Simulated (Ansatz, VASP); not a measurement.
**TaS2 in VASP and in Ansatz**

The input INCAR:

```
PREC = Accurate ; ENCUT = 500
EDIFF = 1E-6 ; ISMEAR = -1
SIGMA = 0.03 ; LREAL = False
LASPH = True ; NELM = 120
ALGO = Normal ; ISIF = 2
LWAVE = False ; LCHARG = False
GGA = PE ; NBANDS = 18
GGA_COMPAT = False
```

File KPOINTS:

```
regular mesh
0
Gamma
  9 9 5
```

POSCAR

```
TaS2
1.0
    3.3500021206      0.0000000000      0.0000000000
   -1.6750010603      2.9011869392      0.0000000000
    0.0000000000      0.0000000000      5.6842000000
Ta S
1 2
Direct
    0.0000000000      0.0000000000      0.0000000000
    0.3333333333      0.6666666667      0.2500000000
    0.6666666667      0.3333333333      0.7500000000
```

Input for Ansatz:

```yaml
crystal:
  lattice:
    - [3.3500021206, 0.0, 0.0]
    - [-1.6750010603, 2.9011869392, 0.0]
    - [0.0, 0.0, 5.6842]
  atoms:
    - { symbol: Ta, position: [0.0, 0.0, 0.0] }
    - { symbol: S, position: [0.3333333333, 0.6666666667, 0.25] }
    - { symbol: S, position: [0.6666666667, 0.3333333333, 0.75] }
kpoints:
  mp_grid: { grid: [9, 9, 5] }
  band_path:
    path:
      - [0.0, 0.0, 0.0]
      - [0.5, 0.0, 0.0]
      - [0.3333333333, 0.3333333333, 0.0]
      - [0.0, 0.0, 0.0]
      - [0.0, 0.0, 0.5]
      - [0.5, 0.0, 0.5]
      - [0.3333333333, 0.3333333333, 0.5]
      - [0.0, 0.0, 0.5]
      - [0.5, 0.0, 0.5]
    npoints: 5
scf:
  occupations: { method: fermi_dirac, width: 0.03 }
hamiltonian:
  xc: pbe
  pseudopotentials: { kind: all_electron, lapw: { basis_error: 0.001 } }
output:
  forces: true
  stress: true
  eigenvalues: true
```

Change from the starting cell: zz strain of -3 %.

Alike in both runs: task single point; functional PBE; k mesh 9 × 9 × 5; occupations fermi-dirac, width 0.03 eV; no spin polarisation.

|  | VASP | Ansatz |
| --- | --- | --- |
| version | VASP 6.6.1 | Ansatz 0.2.0 |
| potentials or method | VASP PAW PBE potentials, release 64 (Ta_pv, S), cutoff 500 eV | all-electron LAPW, scalar-relativistic |

|  | VASP | Ansatz | Ansatz less VASP |
| --- | --- | --- | --- |
| pressure (GPa) | 14.2 | 14.2 | -0.06 |
| traceless stress, the component that is largest in VASP (GPa) | 5.11 | 5.04 | -0.070 |
| rms of the force components (eV/Å) | 0.934 | 0.923 | -0.0105 |

Atom by atom the forces differ by 0.011 eV/Å (rms over components). Ansatz ran all-electron here, and VASP with PAW potentials.

Spin-orbit coupling is off throughout.
